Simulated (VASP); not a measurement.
A run of VASP 6.6.1:

The input INCAR:

```
PREC = Accurate
ENCUT = 520
EDIFF = 1E-6
ISMEAR = 0
SIGMA = 0.1
LREAL = False
LASPH = True
NELM = 100
ALGO = Normal
ISIF = 2
LWAVE = False
LCHARG = False
GGA = PE
NBANDS = 28
```

File KPOINTS:

```
Automatic mesh
0
Gamma
  8 8 8
```

The input POSCAR:

```
Si3Ge2
1.0
   -1.4900234909      1.4900234909      9.4075631037
    1.4900234909     -1.4900234909      9.4075631037
    1.4900234909      1.4900234909     -9.4075631037
Si Ge
3 2
Direct
    0.4161942130      0.4161942130      0.0000000000
    0.0000000000      0.0000000000      0.0000000000
    0.5838057870      0.5838057870      0.0000000000
    0.8105898913      0.8105898913      0.0000000000
    0.1894101087      0.1894101087      0.0000000000
```

Potentials or basis: VASP PAW PBE potentials, release 64 (Si, Ge_d).

Launch:

```sh
$ cat potpaw_PBE.64/Si/POTCAR potpaw_PBE.64/Ge_d/POTCAR > POTCAR
$ mpirun -np 1 vasp_std > vasp.out
```

Hardware: 1 thread of Intel Xeon 8259CL, with other jobs on the host.

**Question.** Estimate the wall time of this run.

**Answer.** Run time: 24 min on 1 thread of Intel Xeon 8259CL, with other jobs on the host, peak memory 0.75 GiB. Counts: scf iterations 13, k points 59.
